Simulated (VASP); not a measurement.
# TiPt3 (Pm-3m) in VASP: electric field gradients with r2SCAN

Aim: the electric field gradients of TiPt3 with r2SCAN.

Program: VASP 6.6.1. These are calculated values, not measurements. Logs are shortened: lines on timing, memory, paths and dates and some standing lists are left out, and cuts for length are marked.

### 1 The cell of the first run

Symmetry: Pm-3m, No. 221, cubic system. Conventional cell: a = 3.897 Å, b = 3.897 Å, c = 3.897 Å, α = 90.00°, β = 90.00°, γ = 90.00°. Ti (site symmetry m-3m) has 12 Pt at 2.76 Å within 3.6 Å. Pt (site symmetry 4/mmm) has 4 Ti at 2.76 Å and 8 Pt at 2.76 Å within 3.6 Å.

### 2 Electric field gradients, r2SCAN

The input, POSCAR:

```
TiPt3
1.0
    3.8970000000      0.0000000000      0.0000000000
    0.0000000000      3.8970000000      0.0000000000
    0.0000000000      0.0000000000      3.8970000000
Ti Pt
1 3
Direct
    0.0000000000      0.0000000000      0.0000000000
    0.0000000000      0.5000000000      0.5000000000
    0.5000000000      0.0000000000      0.5000000000
    0.5000000000      0.5000000000      0.0000000000
```

The input, INCAR.step1:

```
SYSTEM = TiPt3
  ALGO = Normal
  EDIFF = 1E-5
  ENCUT = 470
  GGA = PE
  GGA_COMPAT = .FALSE.
  ISMEAR = -1
  LASPH = .TRUE.
  LCHARG = .FALSE.
  LREAL = .FALSE.
  LWAVE = .TRUE.
  NBANDS = 41
  NELM = 120
  PREC = Accurate
  SIGMA = 0.05
```

The input, INCAR.step2:

```
SYSTEM = TiPt3
  ALGO = Normal
  EDIFF = 1E-8
  ENCUT = 470
  GGA_COMPAT = .FALSE.
  ISIF = 2
  ISMEAR = -1
  ISTART = 1
  LASPH = .TRUE.
  LCHARG = .FALSE.
  LEFG = .TRUE.
  LMIXTAU = .TRUE.
  LREAL = .FALSE.
  LWAVE = .FALSE.
  METAGGA = R2SCAN
  NBANDS = 41
  NELM = 120
  PREC = Accurate
  SIGMA = 0.05
```

The input, KPOINTS:

```
k-points
0
G
  9 9 9
  0 0 0
```

Potentials or basis: VASP PAW PBE potentials, release 64 (Ti_sv, Pt_sv_GW).

On the command line:

```
$ cat potpaw_PBE.64/Ti_sv/POTCAR potpaw_PBE.64/Pt_sv_GW/POTCAR > POTCAR
$ cp INCAR.step1 INCAR
$ mpirun -np 1 vasp_std > vasp.out
$ cp INCAR.step2 INCAR
$ mpirun -np 1 vasp_std > vasp.out
```

OUTCAR:

```text
SYSTEM = TiPt3
   EDIFF = 1E-8
   ENCUT = 470
   ISIF = 2
   ISMEAR = -1
   ISTART = 1
   LASPH = .TRUE.
   LREAL = .FALSE.
   METAGGA = R2SCAN
   NELM = 120
   PREC = Accurate

 ion  position               nearest neighbor table
   1  0.000  0.000  0.000-   2 2.76   3 2.76   4 2.76   2 2.76   3 2.76   2 2.76   4 2.76   2 2.76
                             3 2.76   4 2.76   3 2.76   4 2.76
   2  0.000  0.500  0.500-   1 2.76   3 2.76   4 2.76   1 2.76   4 2.76   1 2.76   3 2.76   1 2.76
                             3 2.76   4 2.76   4 2.76   3 2.76
   3  0.500  0.000  0.500-   1 2.76   2 2.76   4 2.76   1 2.76   4 2.76   2 2.76   4 2.76   4 2.76
                             1 2.76   2 2.76   1 2.76   2 2.76
   4  0.500  0.500  0.000-   1 2.76   2 2.76   3 2.76   2 2.76   3 2.76   1 2.76   3 2.76   3 2.76
                             1 2.76   2 2.76   2 2.76   1 2.76

  LATTYP: Found a simple cubic cell.
 ALAT       =     3.8970000000

  Lattice vectors:

 A1 = (   3.8970000000,   0.0000000000,   0.0000000000)
 A2 = (   0.0000000000,   3.8970000000,   0.0000000000)
 A3 = (   0.0000000000,   0.0000000000,   3.8970000000)

Analysis of symmetry for initial positions (statically):
=====================================================================
 Subroutine PRICEL returns:
 Original cell was already a primitive cell.

 Routine SETGRP: Setting up the symmetry group for a
 simple cubic supercell.

 Subroutine GETGRP returns: Found 48 space group operations
 (whereof 48 operations were pure point group operations)
 out of a pool of 48 trial point group operations.

The static configuration has the point symmetry O_h .

Analysis of symmetry for dynamics (positions and initial velocities):
=====================================================================
 Subroutine PRICEL returns:
 Original cell was already a primitive cell.

 Routine SETGRP: Setting up the symmetry group for a
 simple cubic supercell.

 Subroutine GETGRP returns: Found 48 space group operations
 (whereof 48 operations were pure point group operations)
 out of a pool of 48 trial point group operations.

The dynamic configuration has the point symmetry O_h .

 Subroutine INISYM returns: Found 48 space group operations
 (whereof 48 operations are pure point group operations),
 and found     1 'primitive' translations

----------------------------------------------------------------------------------------

                                     Primitive cell

  volume of cell :      59.1822

  direct lattice vectors                    reciprocal lattice vectors
     3.897000000  0.000000000  0.000000000     0.256607647  0.000000000  0.000000000
     0.000000000  3.897000000  0.000000000     0.000000000  0.256607647  0.000000000
     0.000000000  0.000000000  3.897000000     0.000000000  0.000000000  0.256607647

  length of vectors
     3.897000000  3.897000000  3.897000000     0.256607647  0.256607647  0.256607647

  position of ions in fractional coordinates (direct lattice)
     0.000000000  0.000000000  0.000000000
     0.000000000  0.500000000  0.500000000
     0.500000000  0.000000000  0.500000000
     0.500000000  0.500000000  0.000000000

  ion indices of the primitive-cell ions
   primitive index   ion index
                 1           1
                 2           2
                 3           3
                 4           4

----------------------------------------------------------------------------------------

 KPOINTS: k-points

Automatic generation of k-mesh.
 Grid dimensions read from file:
 generate k-points for:    9    9    9

 Generating k-lattice:

  Cartesian coordinates                     Fractional coordinates (reciprocal lattice)
     0.028511961  0.000000000  0.000000000     0.111111111  0.000000000  0.000000000
     0.000000000  0.028511961  0.000000000     0.000000000  0.111111111  0.000000000
     0.000000000  0.000000000  0.028511961     0.000000000  0.000000000  0.111111111

  Length of vectors
[... 44 lines left out ...]
   NGXF,Y,Z  is equivalent  to a cutoff of  23.89, 23.89, 23.89 a.u.
 SYSTEM =  TiPt3
   PREC   = accura    normal or accurate (medium, high low for compatibility)
   ISTART =      1    job   : 0-new  1-cont  2-samecut
   ICHARG =      0    charge: 1-file 2-atom 10-const
   ISPIN  =      1    spin polarized calculation?
   LNONCOLLINEAR =      F non collinear calculations
   LSORBIT =      F    spin-orbit coupling
   LASPH  =      T    aspherical Exc in radial PAW
   ENCUT  =  470.0 eV  34.54 Ry    5.88 a.u.   6.89  6.89  6.89*2*pi/ulx,y,z
   NELM   =    120;   NELMIN=  2; NELMDL=  0     # of ELM steps
   EDIFF  = 0.1E-07   stopping-criterion for ELM
   LREAL  =      F    real-space projection
   EDIFFG = 0.1E-06   stopping-criterion for IOM
   NSW    =      0    number of steps for IOM
   IBRION =     -1    ionic relax: 0-MD 1-quasi-New 2-CG
   NFREE  =      0    steps in history (QN), initial steepest desc. (CG)
   ISIF   =      2    stress and relaxation
   ISYM   =      2    0-nonsym 1-usesym 2-fastsym
   POTIM  = 0.5000    time-step for ionic-motion
   TEBEG  =    0.0;   TEEND  =   0.0 temperature during run
   PSTRESS=    0.0 pullay stress
   NELECT =      66.0000    total number of electrons
   NUPDOWN=      -1.0000    fix difference up-down
   EMIN   =  10.00;   EMAX   =-10.00  energy-range for DOS
   EFERMI =   0.00;   METHOD = LEGACY
   ISMEAR =    -1;   SIGMA  =   0.05  broadening in eV -4-tet -1-fermi 0-gaus
   EFERMI_NEDOS =   21; number of points for ismear=-14 and -15
   IALGO  =     38    algorithm
   IMIX   =      4    mixing-type and parameters
     AMIX     =   0.40;   BMIX     =  1.00
     AMIX_MAG =   1.60;   BMIX_MAG =  1.00
  volume/ion in A,a.u.               =      14.80        99.85
  Fermi-wavevector in a.u.,A,eV,Ry     =   1.697693  3.208174 39.214172  2.882160
  Thomas-Fermi vector in A             =   2.778327
   LORBIT       =      0    0 simple, 1 ext, 2 COOP (PROOUT), +10 PAW based schemes
   METAGGA = R2SCAN    functional components
   LHFCALC =     F    Hartree Fock is set to
   AEXX    =    0.0000 exact exchange contribution
   IVDW    =     0    specifies the selected vdW correction
   LEPSILON=     F    determine dielectric tensor
   LRPA    =     F    only Hartree local field effects (RPA)
 non-spin polarized calculation
  energy-cutoff  :      470.00
  volume of cell :       59.18
 maximum number of plane-waves:      1385
 NGX is ok and might be reduce to    28
   NGX = 13   NGY = 13   NGZ = 13

 number of electron      66.0000014 magnetization

 Free energy of the ion-electron system (eV)
  ---------------------------------------------------
  ext. energy  EPLUGINS =         0.00000000
  ---------------------------------------------------
  free energy    TOTEN  =      -170.83812871 eV

  energy without entropy =     -170.82724449  energy(sigma->0) =     -170.83268660

 E-fermi :  11.3570     XC(G=0): -14.9272

 val. band max:       11.3389723872   @ k =   0.4444   0.1111   0.1111
 cond. band min:      11.3735164734   @ k =   0.0000   0.0000   0.0000
 fundamental gap:      0.0345440861
 Fermi energy:        11.3570493299

 k-point     1 :       0.0000    0.0000    0.0000
  band No.  band energies     occupation
      1     -89.9065      2.00000
      2     -89.8655      2.00000
      3     -89.8655      2.00000
      4     -49.3347      2.00000
      5     -43.7272      2.00000
      6     -43.7272      2.00000
[... 1045 lines left out ...]
     40      15.6942      0.00000
     41      19.2629      0.00000

 [... further k-points ...]

------------------------ aborting loop because EDIFF is reached ----------------------------------------

  FORCE on cell =-STRESS in cart. coord.  units (eV):
  Direction    XX          YY          ZZ          XY          YZ          ZX
  --------------------------------------------------------------------------------------
  -------------------------------------------------------------------------------------
  Total        0.9910928      0.9910928      0.9910928      0.0000000      0.0000000     -0.0000000
  in kB       26.8308050     26.8308050     26.8308050      0.0000000      0.0000000     -0.0000000
  external PRESSURE =      26.8308050 kB  Pullay stress =       0.0000000 kB

 VOLUME and BASIS-vectors are now :
 -----------------------------------------------------------------------------
  energy-cutoff  :      470.00
  volume of cell :       59.18
      direct lattice vectors                 reciprocal lattice vectors
     3.897000000  0.000000000  0.000000000     0.256607647  0.000000000  0.000000000
     0.000000000  3.897000000  0.000000000     0.000000000  0.256607647  0.000000000
     0.000000000  0.000000000  3.897000000     0.000000000  0.000000000  0.256607647

 POSITION                                       TOTAL-FORCE (eV/Angst)
 -----------------------------------------------------------------------------------
      0.00000      0.00000      0.00000         0.000000      0.000000      0.000000
      0.00000      1.94850      1.94850         0.000000      0.000000      0.000000
      1.94850      0.00000      1.94850         0.000000      0.000000      0.000000
      1.94850      1.94850      0.00000         0.000000      0.000000      0.000000
 -----------------------------------------------------------------------------------
    total drift:                                0.000000      0.000000      0.000000

  FREE ENERGIE OF THE ION-ELECTRON SYSTEM (eV)
  ---------------------------------------------------
  free  energy   TOTEN  =      -170.8381287109 eV

  energy  without entropy=     -170.8272444859  energy(sigma->0) =     -170.83268660

 Electric field gradients (V/A^2)
---------------------------------------------------------------------
 ion       V_xx      V_yy      V_zz      V_xy      V_xz      V_yz
---------------------------------------------------------------------
   1       0.000     0.000     0.000    -0.000     0.000    -0.000
   2     -95.888    47.944    47.944     0.000    -0.000     0.000
   3      47.944   -95.888    47.944    -0.000     0.000     0.000
   4      47.944    47.944   -95.888    -0.000     0.000    -0.000
---------------------------------------------------------------------

 Electric field gradients after diagonalization (V/A^2)
 (convention: |V_zz| > |V_xx| > |V_yy|)
----------------------------------------------------------------------
 ion       V_xx      V_yy      V_zz     asymmetry (V_yy - V_xx)/ V_zz
----------------------------------------------------------------------
   1       0.000     0.000     0.000      -0.340
   2      47.944    47.944   -95.888       0.000
   3      47.944    47.944   -95.888       0.000
   4      47.944    47.944   -95.888       0.000
----------------------------------------------------------------------

           NMR quadrupolar parameters

 Cq : quadrupolar parameter    Cq=e*Q*V_zz/h
 eta: asymmetry parameters     (V_yy - V_xx)/ V_zz
 Q  : nuclear electric quadrupole moment in mb (millibarn)
----------------------------------------------------------------------
 ion       Cq(MHz)       eta       Q (mb)
----------------------------------------------------------------------
   1       0.000      -0.340       1.000
   2      -0.232       0.000       1.000
   3      -0.232       0.000       1.000
   4      -0.232       0.000       1.000
----------------------------------------------------------------------
```

It took 4.8 min on 1 thread of Intel Xeon Platinum 8259CL at 2.50GHz (Skylake/Cascade Lake), shared host; peak memory 0.21 GiB.

Results:

* Free energy: -170.8381 eV
* Pressure: 2.7 GPa
* Band gap on the k mesh: zero (bands 33 and 34 overlap by 1.65 eV)
* Largest electric field gradient by atom: Ti +0.0; Pt -95.9 V/Å²

Electric field gradients, principal values (V/Å²):
```
atom   least  middle  greatest (by size)
1 Ti   0.000   0.000               0.000
2 Pt  47.944  47.944             -95.888
3 Pt  47.944  47.944             -95.888
4 Pt  47.944  47.944             -95.888
```

Caveat: without QUAD_EFG the Cq values of the log hold for a quadrupole moment of 1 mb, not for the nuclei; the PAW data sets were made with another functional, which shifts forces and pressure a little; spin-orbit coupling is left out, which moves the levels of the heavy elements.

The gap in the log of VASP goes by the Fermi energy; the results here count the filled bands.